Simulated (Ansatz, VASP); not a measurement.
## Two plane-wave programs on SiC

```
Si C
1.0
     3.01374    0.00000    0.00000
    -1.50687    2.60998    0.00000
     0.00000    0.00000    5.34095
Si C
2 2
Direct
  0.33333 0.66667 0.00456
  0.66667 0.33333 0.50456
  0.33333 0.66667 0.42517
  0.66667 0.33333 0.92517
```

Alike in both runs: task single point; functional PBE; k mesh 12 × 12 × 6; occupations gaussian, width 0.05 eV; no spin polarisation.

|  | VASP | Ansatz |
| --- | --- | --- |
| version | VASP 6.6.1 | Ansatz 0.2.0 |
| potentials or method | VASP PAW PBE potentials, release 64 (Si, C), cutoff 520 eV | scalar-relativistic, plane waves, PAW |
| valence electrons in the cell | 16 | 16 |

```tsv
	VASP	Ansatz	Ansatz less VASP
gap on the k mesh at the Fermi level (eV)	2.23	2.24	+0.007
least direct gap on the mesh (eV)	3.92	3.92	+0.005
pressure (GPa)	12.1	12.3	+0.12
traceless stress, the component that is largest in VASP (GPa)	-27.06	-27.01	+0.047
rms of the force components (eV/Å)	1.220	1.220	-0.0006
```

Atom by atom the forces differ by 0.001 eV/Å (rms over components).
